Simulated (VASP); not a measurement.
PtSe (rocksalt type), 2 atoms in the cell. Symmetry: Fm-3m, No. 225, cubic system. Conventional cell: a = 5.212 Å, b = 5.212 Å, c = 5.212 Å, α = 90.00°, β = 90.00°, γ = 90.00°. Pt (site symmetry m-3m) has 6 Se at 2.61 Å within 3.4 Å. Within 3.4 Å of Se (site symmetry m-3m) lie 6 Pt at 2.61 Å. 

| Quantity | Value |
| --- | --- |
| Program | VASP 6.6.1 |
| Task | single point |
| Functional | PBEsol |
| Potentials or basis | VASP PAW PBE potentials, release 64 (Pt, Se) |
| Cutoff | 520 eV |
| k mesh | 14 × 14 × 14 |
| Occupations | fermi-dirac, width 0.05 eV |
| Spin | no spin polarisation |
| Dipole correction | no |
| Further INCAR settings | ALGO = Normal; EDIFF = 1e-07; NBANDS = 15 |

Potentials or basis: VASP PAW PBE potentials, release 64 (Pt, Se).

The run is started by

```sh
$ cat potpaw_PBE.64/Pt/POTCAR potpaw_PBE.64/Se/POTCAR > POTCAR
$ mpirun -np 1 vasp_std > vasp.out
```

Hardware: 1 thread of AMD EPYC 7R13, with other jobs on the host.

Q: Estimate the wall time of this run.

A: Wall time 79 s on 1 thread of AMD EPYC 7R13, on a shared host, peak memory 0.17 GiB. Counts: scf iterations 13, k points 104.
